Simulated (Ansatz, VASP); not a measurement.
# Al in VASP and in Ansatz

```
Al
1.0
     2.65020    0.00000    0.00000
    -1.32510    2.29514    0.00000
     0.00000    0.00000    4.48990
Al
2
Direct
  0.66667 0.33333 0.75000
  0.33333 0.66667 0.25000
```

Alike in both runs: task single point; functional PBEsol; k mesh 18 × 18 × 10; occupations gaussian, width 0.15 eV; no spin polarisation.

|  | VASP | Ansatz |
| --- | --- | --- |
| version | VASP 6.6.1 | Ansatz 0.2.0 |
| potentials or method | VASP PAW PBE potentials, release 64 (Al), cutoff 520 eV | scalar-relativistic, plane waves, PAW |
| valence electrons in the cell | 6 | 6 |

VASP gave:

| Quantity | Value |
| --- | --- |
| gap on the k mesh at the Fermi level (eV) | none |
| pressure (GPa) | 21.0 |
| traceless stress, the component that is largest in VASP (GPa) | -2.39 |

Q: Estimate Ansatz's values.

A: gap on the k mesh at the Fermi level (eV): none; pressure (GPa): 20.8; traceless stress, the component that is largest in VASP (GPa): -2.35.

VASP's potentials were made for PBE, not for PBEsol, and Ansatz warns of the same on its side. A gap of «none» marks a metal or a gap that the smearing closes. The functional is the same, so the differences come from potentials, cutoffs and numerics.
